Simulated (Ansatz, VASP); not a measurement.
**LiH: VASP beside Ansatz**

```
CELL_PARAMETERS angstrom
5.51977 0.21131 1.20318
-1.53150 2.38122 -0.04121
-0.38188 -1.89195 2.07160
ATOMIC_POSITIONS crystal
Li 0.01166 0.55294 0.16096
Li 0.51169 0.55324 0.16117
H 0.26169 0.55308 0.66135
H 0.76169 0.55310 0.66114
```

Alike in both runs: functional PBE; k mesh 6 × 8 × 6; occupations gaussian, width 0.1 eV; no spin polarisation.

Ansatz relaxed the structure, and its values are those at the end. VASP's run is a single point on that final structure, the one shown.

```csv
,VASP,Ansatz
version,VASP 6.6.1,Ansatz 0.2.0
potentials or method,"VASP PAW PBE potentials, release 64 (Li_sv, H), cutoff 520 eV","scalar-relativistic, plane waves, PAW"
valence electrons in the cell,8,8
```

|  | VASP | Ansatz | Ansatz less VASP |
| --- | --- | --- | --- |
| gap on the k mesh at the Fermi level (eV) | 2.96 | 2.97 | +0.006 |
| least direct gap on the mesh (eV) | 2.97 | 2.98 | +0.006 |

With one functional, cell and mesh, what is left measures potentials, basis and numerics.

The k mesh is coarse, so the values compare programs but aren't converged. Noted on VASP's run: the cutoff is short for stress, so the pressure is rough.
